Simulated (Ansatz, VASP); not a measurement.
Two plane-wave programs on TiO2

```
Ti O
1.0
     2.67116   -2.67125   -0.02017
     2.67116    2.67125   -0.02017
    -2.63534    0.00000    4.81205
Ti O
2 4
Direct
  0.13726 0.91190 0.27458
  0.87503 0.12497 0.75000
  0.33228 0.08225 0.66454
  0.66772 0.91775 0.33546
  0.91775 0.66772 0.83546
  0.08225 0.33228 0.16454
```

Alike in both runs: task single point; functional r2SCAN; k mesh 6 × 6 × 6; occupations gaussian, width 0.05 eV; no spin polarisation.

|  | VASP | Ansatz |
| --- | --- | --- |
| version | VASP 6.6.1 | Ansatz 0.2.0 |
| potentials or method | VASP PAW PBE potentials, release 64 (Ti_sv, O), cutoff 520 eV | scalar-relativistic, plane waves, PAW |
| valence electrons in the cell | 48 | 48 |

```csv
,VASP,Ansatz,Ansatz less VASP
gap on the k mesh at the Fermi level (eV),2.64,2.62,-0.021
least direct gap on the mesh (eV),2.86,2.83,-0.023
pressure (GPa),2.7,1.4,-1.24
"traceless stress, the component that is largest in VASP (GPa)",-6.15,-6.15,-0.003
rms of the force components (eV/Å),0.618,0.585,-0.0326
```

VASP's potentials were made for PBE, not for r2SCAN. Atom by atom the forces differ by 0.044 eV/Å (rms over components). The functional is the same, so the differences come from potentials, cutoffs and numerics.
